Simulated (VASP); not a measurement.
# C in VASP: notebook, part 2 of 2

VASP 6.6.1.

### Step 3. Single point, PBE, collinear spin

INCAR reads:

```
PREC = Accurate ; ENCUT = 520
EDIFF = 1E-6 ; ISMEAR = 0
SIGMA = 0.05 ; LREAL = Auto
LASPH = T ; NELM = 150
ALGO = Normal ; ISIF = 2
LWAVE = F ; LCHARG = T
ISPIN = 2 ; MAGMOM = 0 0 0 0 0 0 0 0 0 0 0 0 0 0 0 0 0 0 0.13
LORBIT = 11 ; GGA = PE
LELF = T ; LVHAR = T
NBANDS = 57
```

KPOINTS reads:

```
regular mesh
0
Gamma
  2 2 1
```

POSCAR reads:

```
C
1.0
    7.3980000000      0.0000000000      0.0000000000
   -3.6990000000      6.4068560000      0.0000000000
    0.0000000000      0.0000000000     12.0000000000
C
19
Direct
   -0.0049007326     -0.0010555880      0.0814795000
    0.2159368396      0.1048934142      0.0783757500
   -0.0033459638      0.3323716032      0.0805705000
    0.2185384407      0.4417367895      0.0835955000
   -0.0053592878      0.6618705025      0.0925141667
    0.2165992169      0.7720654249      0.0911060000
    0.3275982908     -0.0058172058      0.0830654167
    0.5500226243      0.1049290011      0.0784273333
    0.3269888755      0.3261134635      0.0745663333
    0.5453791377      0.4298393783      0.0701071667
    0.3283857471      0.6618982852      0.0927048333
    0.5542325660      0.7773694305      0.0947155000
    0.6649067620     -0.0010559001      0.0816215000
    0.8863232174      0.1116107495      0.0773781667
    0.6601247037      0.3261172094      0.0745624167
    0.8841243026      0.4416857504      0.0835455000
    0.6563710732      0.6515626385      0.0874408333
    0.8842439917      0.7773230739      0.0943735000
    0.6923729713      0.7227975781      0.2073495000
```

Potentials or basis: VASP PAW PBE potentials, release 64 (C).

On the command line:

```console
cat potpaw_PBE.64/C/POTCAR > POTCAR
mpirun -np 1 vasp_std > vasp.out
```

OUTCAR:

```text
PREC = Accurate
   ENCUT = 520
   EDIFF = 1E-6
   ISMEAR = 0
   LREAL = Auto
   LASPH = T
   NELM = 150
   ISIF = 2
   ISPIN = 2
   LORBIT = 11
   GGA = PE

 ion  position               nearest neighbor table
   1  0.995  0.999  0.081-   2 1.42  14 1.42  18 1.43
   2  0.216  0.105  0.078-   1 1.42   9 1.42   7 1.43
   3  0.997  0.332  0.081-  14 1.41  16 1.42   4 1.42
   4  0.219  0.442  0.084-  11 1.41   3 1.42   9 1.44
   5  0.995  0.662  0.093-  16 1.41   6 1.42  18 1.45
[... 688 lines left out ...]
      1.20950      0.67204      0.94051        -0.011363      0.005483     -0.000021
      6.14380      2.12946      0.96685         0.010069      0.010860      0.003534
     -0.01724      2.83014      1.00315         0.002412     -0.007802     -0.002367
      4.91009      4.24051      1.11017         0.001036     -0.011595      0.009214
     -1.25347      4.94651      1.09327        -0.006180     -0.006944      0.003729
[... 11 lines left out ...]
      3.66632      4.98020      1.13248         0.009122      0.009558      0.004911
      2.44855      4.63086      2.48819        -0.006313      0.012251      0.067838
 -----------------------------------------------------------------------------------
    total drift:                               -0.006088      0.001330      0.013501

  FREE ENERGIE OF THE ION-ELECTRON SYSTEM (eV)
  ---------------------------------------------------
  free  energy   TOTEN  =      -168.3276533484 eV

  energy  without entropy=     -168.3203276440  energy(sigma->0) =     -168.32399050

 total charge

# of ion       s       p       d       tot
------------------------------------------
    1        0.868   1.774   0.000   2.642
    2        0.863   1.799   0.000   2.661
    3        0.864   1.791   0.000   2.655
    4        0.860   1.786   0.000   2.646
    5        0.861   1.773   0.000   2.634
    6        0.861   1.790   0.000   2.651
[... 11 lines left out ...]
   18        0.846   1.765   0.000   2.611
   19        1.005   1.207   0.000   2.212
--------------------------------------------------
tot         16.501  33.392   0.000  49.893

 magnetization (x)

# of ion       s       p       d       tot
------------------------------------------
    1       -0.002  -0.034   0.000  -0.037
    2        0.001   0.006   0.000   0.007
    3       -0.000  -0.001   0.000  -0.001
    4        0.001   0.003   0.000   0.003
    5       -0.002  -0.030   0.000  -0.032
    6        0.001   0.009   0.000   0.010
[... 11 lines left out ...]
   18        0.001   0.001   0.000   0.002
   19       -0.005  -0.092   0.000  -0.096
--------------------------------------------------
tot         -0.012  -0.261   0.000  -0.274
```

OSZICAR:

```text
N       E                     dE             d eps       ncg     rms          rms(c)
DAV:   1     0.612996146897E+03    0.61300E+03   -0.30153E+04   920   0.105E+03
DAV:   2    -0.818739536703E+02   -0.69487E+03   -0.66271E+03  1343   0.261E+02
[... 20 lines left out ...]
DAV:  23    -0.168327581088E+03   -0.62745E-04   -0.72123E-06  1044   0.757E-03    0.340E-03
DAV:  24    -0.168327621594E+03   -0.40506E-04   -0.33764E-06   848   0.480E-03    0.154E-03
DAV:  25    -0.168327644126E+03   -0.22533E-04   -0.24186E-06   831   0.381E-03    0.164E-03
DAV:  26    -0.168327648461E+03   -0.43343E-05   -0.28547E-07   696   0.165E-03    0.117E-03
DAV:  27    -0.168327651601E+03   -0.31405E-05   -0.39987E-07   671   0.163E-03    0.295E-04
DAV:  28    -0.168327652827E+03   -0.12261E-05   -0.19989E-07   672   0.122E-03    0.416E-04
DAV:  29    -0.168327653348E+03   -0.52106E-06   -0.52529E-08   630   0.622E-04
   1 F= -.16832765E+03 E0= -.16832399E+03  d E =-.732570E-02  mag=    -0.4998
```

stdout:

```text
POSCAR found type information on POSCAR C
 POSCAR found :  1 types and      19 ions
 scaLAPACK will be used
 LDA part: xc-table for (Slater+PW92), standard interpolation
 POSCAR, INCAR and KPOINTS ok, starting setup
 FFT: planning ... GRIDC
 FFT: planning ... GRID_SOFT
 FFT: planning ... GRID
 WAVECAR not read
 entering main loop
```

It took 18 min on 1 thread of Oxide Virtual Turin-like, shared host; peak memory 0.81 GiB.

Results:

```yaml
Free_energy: -168.3277 eV
Largest_force: 0.078 eV/Å
Net_moment: -0.50 μB per cell
Site_moments: C -0.04, +0.01, -0.00, +0.00, -0.03, -0.10 μB
Valence_electrons_inside_the_program's_atomic_spheres: C 2.64, 2.66, 2.65, 2.63, 2.67, 2.61, 2.69, 2.21
```

Forces in eV/Å, atoms in the order of the input:
```
C    0.012  0.002  0.002
C   -0.011  0.005  0.000
C    0.010  0.011  0.004
C    0.002 -0.008 -0.002
C    0.001 -0.012  0.009
C   -0.006 -0.007  0.004
C    0.013 -0.008  0.004
C    0.006 -0.005  0.003
C   -0.026  0.000 -0.001
C    0.015  0.025 -0.011
C   -0.009 -0.018  0.012
C    0.002 -0.002 -0.010
C   -0.014  0.012  0.002
C   -0.005  0.006 -0.007
C    0.009 -0.005 -0.007
C    0.013  0.008 -0.001
C   -0.015 -0.026 -0.072
C    0.009  0.010  0.005
C   -0.006  0.012  0.068
```

Caveat: the k points lie up to 0.49 Å⁻¹ apart.
